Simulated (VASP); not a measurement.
A run of VASP 6.6.1 is set up as follows.

The input INCAR:

```
PREC     = Accurate       # precision mode
ENCUT    = 520            # plane-wave cutoff, eV
EDIFF    = 1E-6           # SCF threshold, eV
ISMEAR   = 0              # smearing method
SIGMA    = 0.05           # smearing width, eV
LREAL    = False          # projectors in reciprocal space
LASPH    = True           # aspherical terms in the spheres
NELM     = 150            # most SCF steps
ALGO     = Normal         # electronic algorithm
ISIF     = 2              # what is computed and relaxed
LWAVE    = False          # write WAVECAR
LCHARG   = False          # write CHGCAR
ISPIN    = 2              # spin polarisation
MAGMOM   = 3 -3 0 0       # initial moments
LORBIT   = 11             # projections on sites
LMAXMIX  = 4              # l up to which the mixer works
GGA      = PE             # functional
NBANDS   = 32             # bands
```

Contents of KPOINTS:

```
regular mesh
0
Gamma
  10 10 6
```

The input POSCAR:

```
MoSe
1.0
    4.0730809121      0.0000000000      0.0000000000
   -2.0365404561      3.5273915416      0.0000000000
    0.0000000000      0.0000000000      5.0985318699
Mo Se
2 2
Direct
    0.0000000000      0.0000000000      0.0000000000
    0.0000000000      0.0000000000      0.5000000000
    0.3333333333      0.6666666667      0.2500000000
    0.6666666667      0.3333333333      0.7500000000
```

Potentials or basis: VASP PAW PBE potentials, release 64 (Mo_sv, Se).

Command:

```console
$ cat potpaw_PBE.64/Mo_sv/POTCAR potpaw_PBE.64/Se/POTCAR > POTCAR
$ mpirun -np 1 vasp_std > vasp.out
```

Q: Estimate the pressure.

A: 0.3 GPa.

Q: Estimate the net moment.

A: 0.00 μB per cell.

Stress tensor (GPa, compression positive):
```
0.22 0.00 0.00
0.00 0.22 0.00
0.00 0.00 0.36
```
